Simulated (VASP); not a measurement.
The system is SiC.

```xyz
2
Lattice="0.0000 2.1790 2.1790 2.1790 0.0000 2.1790 2.1790 2.1790 0.0000" Properties=species:S:1:pos:R:3 pbc="T T T"
Si    0.0000    0.0000    0.0000
C     3.2685    3.2685    3.2685
```

Base run:

| Item | Value |
| --- | --- |
| Program | VASP 6.6.1 |
| Functional | PBE |
| Potentials or basis | VASP PAW PBE potentials, release 64 (Si, C) |
| Cutoff | 600 eV |
| k mesh | 7 × 7 × 7 |
| Occupations | fermi-dirac, width 0.05 eV |
| Spin | no spin polarisation |

Its results: band gap on the k mesh 1.60 eV (least direct gap 4.67 eV); pressure 3.1 GPa.

Problem. The run is repeated on the same cell with these changes: k mesh from 7 × 7 × 7 to 3 × 3 × 3. What comes out?

Solution. Band gap on the k mesh 2.50 eV (least direct gap 5.15 eV); pressure 4.7 GPa.

Caveats: some runs use coarse meshes; an odd mesh through Γ misses points on the zone boundary, where band edges can lie; the cell stands under pressure (at least some runs).
